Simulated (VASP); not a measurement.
A run of VASP 6.6.1:

INCAR

```
PREC = Accurate
ENCUT = 520
EDIFF = 1E-6
ISMEAR = 0
SIGMA = 0.05
LREAL = F
LASPH = T
NELM = 80
ALGO = Normal
ISIF = 2
LWAVE = F
LCHARG = F
GGA = PS
NBANDS = 36
```

Contents of KPOINTS:

```
regular mesh
0
Gamma
  9 9 2
```

POSCAR

```
MgO
1.0
    2.1351500000     -2.1351500000      0.0000000000
    2.1351500000      0.0000000000     -2.1351500000
    8.9736127019      8.9736127019      8.9736127019
Mg O
6 6
Direct
    0.6666666667      0.6666666667      0.0396560834
    0.0000000000      0.0000000000      0.8327777505
    0.3333333333      0.3333333333      0.1982804168
    0.6666666667      0.6666666667      0.5155290837
    0.0000000000      0.0000000000      0.3569047502
    0.3333333333      0.3333333333      0.6741534171
    0.6666666667      0.6666666667      0.2775925835
    0.0000000000      0.0000000000      0.1189682501
    0.3333333333      0.3333333333      0.4362169169
    0.6666666667      0.6666666667      0.7534655838
    1.0000000000      1.0000000000      0.5948412504
    0.3333333333      0.3333333333      0.9120899172
```

Potentials or basis: VASP PAW PBE potentials, release 64 (Mg, O).

Run with:

```bash
$ cat potpaw_PBE.64/Mg/POTCAR potpaw_PBE.64/O/POTCAR > POTCAR
$ mpirun -np 1 vasp_std > vasp.out
```

Hardware: 1 thread of AMD EPYC 9R45 96-Core Processor (Zen 5), on a shared host.

Question: How long does it take, and how much memory?

Answer: Wall time 67 s on 1 thread of AMD EPYC 9R45 96-Core Processor (Zen 5) (shared host), peak memory 0.26 GiB. Counts: scf iterations 15, k points 24.
